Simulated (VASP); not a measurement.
# Pt (Pm-3m) in VASP: notebook

Pt is run at these levels: PBE; tasks: single point.

Everything below comes from runs of VASP 6.6.1. Logs are shortened: lines on timing, memory, paths and dates and some standing lists are left out, and cuts for length are marked.

## (1) The cell of the first run

Symmetry: Pm-3m, No. 221, cubic system. The conventional cell has a = 2.677 Å, b = 2.677 Å, c = 2.677 Å, α = 90.00°, β = 90.00°, γ = 90.00°. Within 3.5 Å of Pt (site symmetry m-3m) lie 6 Pt at 2.68 Å.

This isn't the form of Pt at room conditions, which is fcc.

## (2) Single point, PBE

File INCAR:

```
SYSTEM = Pt
PREC = Accurate
ENCUT = 520
EDIFF = 1E-7
ISMEAR = -1
SIGMA = 0.06122561905347299
LREAL = .FALSE.
LASPH = .TRUE.
NELM = 60
ALGO = Normal
ISIF = 2
LWAVE = .FALSE.
LCHARG = .FALSE.
GGA = PE
NBANDS = 11
```

File KPOINTS:

```
Automatic mesh
0
G
  21 21 21
  0 0 0
```

File POSCAR:

```
Pt
1.0
    2.6772060249      0.0000000000      0.0000000000
    0.0000000000      2.6772060249      0.0000000000
    0.0000000000      0.0000000000      2.6772060249
Pt
1
Direct
    0.0000000000      0.0000000000      0.0000000000
```

Potentials or basis: VASP PAW PBE potentials, release 64 (Pt).

On the command line:

```sh
$ cat potpaw_PBE.64/Pt/POTCAR > POTCAR
$ mpirun -np 1 vasp_std > vasp.out
```

OUTCAR:

```text
SYSTEM = Pt
   PREC = Accurate
   ENCUT = 520
   EDIFF = 1E-7
   ISMEAR = -1
   LREAL = .FALSE.
   LASPH = .TRUE.
   NELM = 60
   ISIF = 2
   GGA = PE

 ion  position               nearest neighbor table
   1  0.000  0.000  0.000-

  LATTYP: Found a simple cubic cell.
 ALAT       =     2.6772060249

  Lattice vectors:

 A1 = (   2.6772060249,   0.0000000000,   0.0000000000)
 A2 = (   0.0000000000,   2.6772060249,   0.0000000000)
 A3 = (   0.0000000000,   0.0000000000,   2.6772060249)

Analysis of symmetry for initial positions (statically):
=====================================================================
 Subroutine PRICEL returns:
 Original cell was already a primitive cell.

 Routine SETGRP: Setting up the symmetry group for a
 simple cubic supercell.

 Subroutine GETGRP returns: Found 48 space group operations
 (whereof 48 operations were pure point group operations)
 out of a pool of 48 trial point group operations.

The static configuration has the point symmetry O_h .

Analysis of symmetry for dynamics (positions and initial velocities):
=====================================================================
 Subroutine PRICEL returns:
 Original cell was already a primitive cell.

 Routine SETGRP: Setting up the symmetry group for a
 simple cubic supercell.

 Subroutine GETGRP returns: Found 48 space group operations
 (whereof 48 operations were pure point group operations)
 out of a pool of 48 trial point group operations.

The dynamic configuration has the point symmetry O_h .

 Subroutine INISYM returns: Found 48 space group operations
 (whereof 48 operations are pure point group operations),
 and found     1 'primitive' translations

----------------------------------------------------------------------------------------

                                     Primitive cell

  volume of cell :      19.1887

  direct lattice vectors                    reciprocal lattice vectors
     2.677206025  0.000000000  0.000000000     0.373523737  0.000000000  0.000000000
     0.000000000  2.677206025  0.000000000     0.000000000  0.373523737  0.000000000
     0.000000000  0.000000000  2.677206025     0.000000000  0.000000000  0.373523737

  length of vectors
     2.677206025  2.677206025  2.677206025     0.373523737  0.373523737  0.373523737

  position of ions in fractional coordinates (direct lattice)
     0.000000000  0.000000000  0.000000000

  ion indices of the primitive-cell ions
   primitive index   ion index
                 1           1

----------------------------------------------------------------------------------------

 KPOINTS: Automatic mesh

Automatic generation of k-mesh.
 Grid dimensions read from file:
 generate k-points for:   21   21   21

 Generating k-lattice:

  Cartesian coordinates                     Fractional coordinates (reciprocal lattice)
     0.017786845  0.000000000  0.000000000     0.047619048  0.000000000  0.000000000
     0.000000000  0.017786845  0.000000000     0.000000000  0.047619048  0.000000000
     0.000000000  0.000000000  0.017786845     0.000000000  0.000000000  0.047619048

  Length of vectors
     0.017786845  0.017786845  0.017786845

  Shift w.r.t. Gamma in fractional coordinates (k-lattice)
     0.000000000  0.000000000  0.000000000

 Subroutine IBZKPT returns following result:
 ===========================================

 Found    286 irreducible k-points:

 Following reciprocal coordinates:
            Coordinates               Weight
  0.000000  0.000000  0.000000      1.000000
  0.047619  0.000000  0.000000      6.000000
  0.095238  0.000000  0.000000      6.000000
  0.142857  0.000000  0.000000      6.000000
  0.190476  0.000000  0.000000      6.000000
  0.238095  0.000000  0.000000      6.000000
[... 16 lines left out ...]
  0.142857  0.095238  0.000000     24.000000
  0.190476  0.095238  0.000000     24.000000
 [... further k-points ...]
   k-points           NKPTS =    286   k-points in BZ     NKDIM =    286   number of bands    NBANDS=     11
   number of dos      NEDOS =    301   number of ions     NIONS =      1
   total plane-waves  NPLWV =   8000
   dimension x,y,z NGX =    20 NGY =   20 NGZ =   20
   dimension x,y,z NGXF=    40 NGYF=   40 NGZF=   40
   ions per type =               1
   NGX,Y,Z   is equivalent  to a cutoff of  12.42, 12.42, 12.42 a.u.
   NGXF,Y,Z  is equivalent  to a cutoff of  24.84, 24.84, 24.84 a.u.
 SYSTEM =  Pt
   PREC   = accura    normal or accurate (medium, high low for compatibility)
   ISTART =      0    job   : 0-new  1-cont  2-samecut
   ICHARG =      2    charge: 1-file 2-atom 10-const
   ISPIN  =      1    spin polarized calculation?
   LNONCOLLINEAR =      F non collinear calculations
   LSORBIT =      F    spin-orbit coupling
   LASPH  =      T    aspherical Exc in radial PAW
   ENCUT  =  520.0 eV  38.22 Ry    6.18 a.u.   4.98  4.98  4.98*2*pi/ulx,y,z
   NELM   =     60;   NELMIN=  2; NELMDL= -5     # of ELM steps
   EDIFF  = 0.1E-06   stopping-criterion for ELM
   LREAL  =      F    real-space projection
   EDIFFG = 0.1E-05   stopping-criterion for IOM
   NSW    =      0    number of steps for IOM
   IBRION =     -1    ionic relax: 0-MD 1-quasi-New 2-CG
   NFREE  =      0    steps in history (QN), initial steepest desc. (CG)
   ISIF   =      2    stress and relaxation
   ISYM   =      2    0-nonsym 1-usesym 2-fastsym
   POTIM  = 0.5000    time-step for ionic-motion
   TEBEG  =    0.0;   TEEND  =   0.0 temperature during run
   PSTRESS=    0.0 pullay stress
   NELECT =      10.0000    total number of electrons
   NUPDOWN=      -1.0000    fix difference up-down
   EMIN   =  10.00;   EMAX   =-10.00  energy-range for DOS
   EFERMI =   0.00;   METHOD = LEGACY
   ISMEAR =    -1;   SIGMA  =   0.06  broadening in eV -4-tet -1-fermi 0-gaus
   EFERMI_NEDOS =   21; number of points for ismear=-14 and -15
   IALGO  =     38    algorithm
   IMIX   =      4    mixing-type and parameters
     AMIX     =   0.40;   BMIX     =  1.00
     AMIX_MAG =   1.60;   BMIX_MAG =  1.00
  volume/ion in A,a.u.               =      19.19       129.49
  Fermi-wavevector in a.u.,A,eV,Ry     =   1.317426  2.489575 23.614440  1.735612
  Thomas-Fermi vector in A             =   2.447468
   LORBIT       =      0    0 simple, 1 ext, 2 COOP (PROOUT), +10 PAW based schemes
   GGA     = PE    functional components
[... 5 lines left out ...]
 non-spin polarized calculation
  energy-cutoff  :      520.00
  volume of cell :       19.19
 maximum number of plane-waves:       535
 NGX is ok and might be reduce to    20
   NGX =  9   NGY =  9   NGZ =  9

 number of electron      10.0000001 magnetization

 Free energy of the ion-electron system (eV)
  ---------------------------------------------------
  ext. energy  EPLUGINS =         0.00000000
  ---------------------------------------------------
  free energy    TOTEN  =        -5.61838665 eV

  energy without entropy =       -5.59998526  energy(sigma->0) =       -5.60918595

 E-fermi :   7.2739     XC(G=0): -11.9282

 val. band max:        7.2721301402   @ k =   0.4762   0.1429   0.0476
 cond. band min:       7.2742211816   @ k =   0.0952   0.0476   0.0476
 fundamental gap:      0.0020910414
 Fermi energy:         7.2739330662

 k-point     1 :       0.0000    0.0000    0.0000
  band No.  band energies     occupation
      1      -0.5614      2.00000
      2       2.1368      2.00000
      3       2.1368      2.00000
      4       7.5149      0.03829
      5       7.5149      0.03829
      6       7.5149      0.03829
      7      22.1158      0.00000
      8      22.1158      0.00000
      9      22.1158      0.00000
     10      27.4876      0.00000
     11      30.1250      0.00000

 k-point     2 :       0.0476    0.0000    0.0000
  band No.  band energies     occupation
      1      -0.5002      2.00000
      2       2.1476      2.00000
      3       2.1883      2.00000
      4       7.4633      0.08679
      5       7.4633      0.08679
      6       7.5189      0.03591
      7      21.6373      0.00000
      8      22.2225      0.00000
      9      22.2225      0.00000
     10      27.8102      0.00000
     11      29.7752      0.00000

 k-point     3 :       0.0952    0.0000    0.0000
  band No.  band energies     occupation
      1      -0.3232      2.00000
      2       2.1793      2.00000
      3       2.3452      2.00000
      4       7.3163      0.66724
      5       7.3163      0.66723
      6       7.5307      0.02974
      7      20.5301      0.00000
      8      22.5329      0.00000
      9      22.5329      0.00000
     10      28.3176      0.00000
     11      28.9717      0.00000

 k-point     4 :       0.1429    0.0000    0.0000
  band No.  band energies     occupation
      1      -0.0492      2.00000
      2       2.2294      2.00000
      3       2.6151      2.00000
      4       7.0948      1.89820
      5       7.0948      1.89819
      6       7.5491      0.02210
      7      19.1987      0.00000
      8      23.0205      0.00000
      9      23.0205      0.00000
     10      28.0239      0.00000
     11      28.5804      0.00000
[... 239 lines left out ...]
 k-point    22 :       0.0952    0.0952    0.0000
  band No.  band energies     occupation
      1      -0.0818      2.00000
      2       2.3073      2.00000
      3       2.4645      2.00000
      4       7.1077      1.87586
      5       7.3034      0.76376
      6       7.3648      0.36959
      7      20.6429      0.00000
      8      21.1929      0.00000
      9      22.9538      0.00000
     10      28.4775      0.00000
     11      30.1672      0.00000

 k-point    23 :       0.1429    0.0952    0.0000
  band No.  band energies     occupation
      1       0.1947      2.00000
      2       2.3845      2.00000
      3       2.7034      2.00000
      4       6.8773      1.99693
      5       7.1077      1.87574
      6       7.3618      0.38446
      7      19.5271      0.00000
      8      21.3871      0.00000
      9      23.4464      0.00000
     10      27.9877      0.00000
     11      30.2140      0.00000

 k-point    24 :       0.1905    0.0952    0.0000
  band No.  band energies     occupation
      1       0.5361      2.00000
      2       2.4587      2.00000
      3       3.0815      2.00000
      4       6.6043      1.99996
      5       6.8447      1.99820
      6       7.3856      0.27775
      7      18.1643      0.00000
      8      21.8855      0.00000
      9      24.0812      0.00000
     10      27.2809      0.00000
     11      30.1620      0.00000

 [... further k-points ...]
[... 5 lines left out ...]
  --------------------------------------------------------------------------------------
  -------------------------------------------------------------------------------------
  Total       -1.1646177     -1.1646177     -1.1646177      0.0000000      0.0000000     -0.0000000
  in kB      -97.2408183    -97.2408183    -97.2408183      0.0000000      0.0000000     -0.0000000
  external PRESSURE =     -97.2408183 kB  Pullay stress =       0.0000000 kB

 VOLUME and BASIS-vectors are now :
 -----------------------------------------------------------------------------
  energy-cutoff  :      520.00
  volume of cell :       19.19
      direct lattice vectors                 reciprocal lattice vectors
     2.677206025  0.000000000  0.000000000     0.373523737  0.000000000  0.000000000
     0.000000000  2.677206025  0.000000000     0.000000000  0.373523737  0.000000000
     0.000000000  0.000000000  2.677206025     0.000000000  0.000000000  0.373523737

 POSITION                                       TOTAL-FORCE (eV/Angst)
 -----------------------------------------------------------------------------------
      0.00000      0.00000      0.00000         0.000000      0.000000      0.000000
 -----------------------------------------------------------------------------------
    total drift:                                0.000000      0.000000      0.000000

  FREE ENERGIE OF THE ION-ELECTRON SYSTEM (eV)
  ---------------------------------------------------
  free  energy   TOTEN  =        -5.6183866511 eV

  energy  without entropy=       -5.5999852575  energy(sigma->0) =       -5.60918595
```

It took 26 s on 1 thread of Intel Xeon Platinum 8259CL at 2.50GHz (Skylake/Cascade Lake), shared host; peak memory 0.17 GiB.

Results:

```yaml
Free_energy: -5.6184 eV
Pressure: -9.7 GPa
Band_gap_on_the_k_mesh: zero (bands 5 and 6 overlap by 2.71 eV)
```

Caveat: the cell stands under tension; spin-orbit coupling is left out, which moves the levels of the heavy elements.

## (3) Single point, PBE

File INCAR:

```
SYSTEM = Pt
PREC = Accurate ; ENCUT = 520
EDIFF = 1E-6 ; ISMEAR = -1
SIGMA = 0.06122561905347299 ; LREAL = .False.
LASPH = .True. ; NELM = 80
ALGO = Normal ; ISIF = 2
LWAVE = .False. ; LCHARG = .False.
GGA = PE ; NBANDS = 11
```

File KPOINTS:

```
regular mesh
0
Gamma
  41 41 41
  0 0 0
```

POSCAR is that of step 2.

Potentials or basis: VASP PAW PBE potentials, release 64 (Pt).

On the command line:

```sh
$ cat potpaw_PBE.64/Pt/POTCAR > POTCAR
$ mpirun -np 1 vasp_std > vasp.out
```

OUTCAR:

```text
SYSTEM = Pt
   PREC = Accurate
   ENCUT = 520
   EDIFF = 1E-6
   ISMEAR = -1
   LREAL = .False.
   LASPH = .True.
   NELM = 80
   ISIF = 2
   GGA = PE

 ion  position               nearest neighbor table
   1  0.000  0.000  0.000-

  LATTYP: Found a simple cubic cell.
 ALAT       =     2.6772060249

  Lattice vectors:

 A1 = (   2.6772060249,   0.0000000000,   0.0000000000)
 A2 = (   0.0000000000,   2.6772060249,   0.0000000000)
 A3 = (   0.0000000000,   0.0000000000,   2.6772060249)

Analysis of symmetry for initial positions (statically):
=====================================================================
 Subroutine PRICEL returns:
 Original cell was already a primitive cell.

 Routine SETGRP: Setting up the symmetry group for a
 simple cubic supercell.

 Subroutine GETGRP returns: Found 48 space group operations
 (whereof 48 operations were pure point group operations)
 out of a pool of 48 trial point group operations.

The static configuration has the point symmetry O_h .

Analysis of symmetry for dynamics (positions and initial velocities):
[... 164 lines left out ...]
 k-point     1 :       0.0000    0.0000    0.0000
  band No.  band energies     occupation
      1      -0.5614      2.00000
      2       2.1368      2.00000
      3       2.1368      2.00000
      4       7.5143      0.03641
      5       7.5143      0.03641
      6       7.5143      0.03641
      7      22.1156      0.00000
      8      22.1156      0.00000
      9      22.1156      0.00000
     10      27.4874      0.00000
     11      30.1245      0.00000
[... 309 lines left out ...]
 k-point    24 :       0.0732    0.0244    0.0000
  band No.  band energies     occupation
      1      -0.4025      2.00000
      2       2.1727      2.00000
      3       2.2646      2.00000
      4       7.3804      0.28337
      5       7.3953      0.22928
      6       7.5105      0.03868
      7      21.1093      0.00000
      8      22.2379      0.00000
      9      22.3933      0.00000
     10      28.2037      0.00000
     11      29.4044      0.00000

 [... further k-points ...]

------------------------ aborting loop because EDIFF is reached ----------------------------------------

  FORCE on cell =-STRESS in cart. coord.  units (eV):
  Direction    XX          YY          ZZ          XY          YZ          ZX
  --------------------------------------------------------------------------------------
  -------------------------------------------------------------------------------------
  Total       -1.1647164     -1.1647164     -1.1647164      0.0000000     -0.0000000      0.0000000
  in kB      -97.2490546    -97.2490546    -97.2490546      0.0000000     -0.0000000      0.0000000
  external PRESSURE =     -97.2490546 kB  Pullay stress =       0.0000000 kB

 VOLUME and BASIS-vectors are now :
 -----------------------------------------------------------------------------
  energy-cutoff  :      520.00
  volume of cell :       19.19
      direct lattice vectors                 reciprocal lattice vectors
     2.677206025  0.000000000  0.000000000     0.373523737  0.000000000  0.000000000
     0.000000000  2.677206025  0.000000000     0.000000000  0.373523737  0.000000000
     0.000000000  0.000000000  2.677206025     0.000000000  0.000000000  0.373523737

 POSITION                                       TOTAL-FORCE (eV/Angst)
 -----------------------------------------------------------------------------------
      0.00000      0.00000      0.00000         0.000000      0.000000      0.000000
 -----------------------------------------------------------------------------------
    total drift:                                0.000000      0.000000      0.000000

  FREE ENERGIE OF THE ION-ELECTRON SYSTEM (eV)
  ---------------------------------------------------
  free  energy   TOTEN  =        -5.6171209670 eV

  energy  without entropy=       -5.5981796853  energy(sigma->0) =       -5.60765033
```

It took 2 min on 1 thread of Intel Xeon Platinum 8488C (Sapphire Rapids), shared host; peak memory 0.45 GiB.

What came out:

```yaml
Free_energy: -5.6171 eV
Pressure: -9.7 GPa
Band_gap_on_the_k_mesh: zero (bands 5 and 6 overlap by 2.79 eV)
```

Caveat: the cell stands under tension; spin-orbit coupling is left out, which moves the levels of the heavy elements.
